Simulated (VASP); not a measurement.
Crystal: BiTe.

```
Bi Te
1.0
     0.00000    3.23500    3.23500
     3.23500    0.00000    3.23500
     3.23500    3.23500    0.00000
Bi Te
1 1
Direct
  0.00000 0.00000 0.00000
  0.50000 0.50000 0.50000
```

- Program: VASP 6.6.1
- Task: relaxation of cell and atoms
- Functional: PBEsol
- Dispersion: D4
- Potentials or basis: VASP PAW PBE potentials, release 64 (Bi_d, Te)
- Cutoff: 600 eV
- k mesh: 7 × 7 × 7
- Occupations: fermi-dirac, width 0.05 eV
- Spin: no spin polarisation

At the start: pressure -2.8 GPa; volume 33.86 Å³/atom.

Q: Where does the relaxation end?

A: Over 3 steps the energy falls by 16.8 meV/atom and the volume is 32.02 Å³/atom (-5.4 %); space group Fm-3m (No. 225, to 0.05 Å).

Step by step:
```
step  energy change (eV)  largest force (eV/Å)  pressure (GPa)  volume (Å³)
   1              0.0000                0.0000           -2.78        67.71
   2             -0.0227                0.0000            1.90        62.11
   3             -0.0336                0.0000            0.01        64.04
```

Final structure:
```xyz
2
Lattice="0.0000 3.1755 3.1755 3.1755 0.0000 3.1755 3.1755 3.1755 0.0000" Properties=species:S:1:pos:R:3 pbc="T T T"
Bi    0.0000    0.0000    0.0000
Te    3.1755    3.1755    3.1755
```

Caveat: the PAW data sets were made with another functional, which shifts forces and pressure a little; pairwise dispersion overbinds metals, which lowers pressure and volume.
